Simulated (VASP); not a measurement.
Runs of VASP 6.6.1 on RbBr. It takes space group Fm-3m (No. 225, cubic). The conventional cell has a = 6.922 Å, b = 6.922 Å, c = 6.922 Å, α = 90.00°, β = 90.00°, γ = 90.00°. Rb (site symmetry m-3m) has 6 Br at 3.46 Å within 4.5 Å. Within 4.5 Å of Br (site symmetry m-3m) lie 6 Rb at 3.46 Å. 

```csv
task,level,potentials or basis,k mesh,cutoff (eV),grid for exact exchange (PRECFOCK),GW scheme,GW iterations,cutoff of the response function,frequency points,gap on the mesh (eV),pressure (GPa)
single point,PBE,"VASP PAW PBE potentials, release 64 (Rb_sv, Br)",4 × 4 × 4,520,-,-,-,-,-,4.29,0.6
single point,PBE,"VASP PAW PBE potentials, release 64 (Rb_sv, Br)",6 × 6 × 6,520,-,-,-,-,-,4.29,0.6
single point,PBE0,"VASP PAW PBE potentials, release 64 (Rb_sv, Br)",4 × 4 × 4,520,Normal,-,-,-,-,(a),0.3
single point,r2SCAN,"VASP PAW PBE potentials, release 64 (Rb_sv, Br)",4 × 4 × 4,520,-,-,-,-,-,4.89,0.0
```

Alike in all rows: no spin polarisation; cell a = 4.894 Å, angles 60.0°, 2 atoms; smearing gaussian 0.01 eV.

**Question.** Estimate the missing entries.

**Answer.** (a) 6.17.

Caveats: the PAW data sets were made with another functional, which shifts forces and pressure a little (some runs).

A k mesh can miss the band edges, and the runs leave out spin-orbit coupling on Br, Rb.
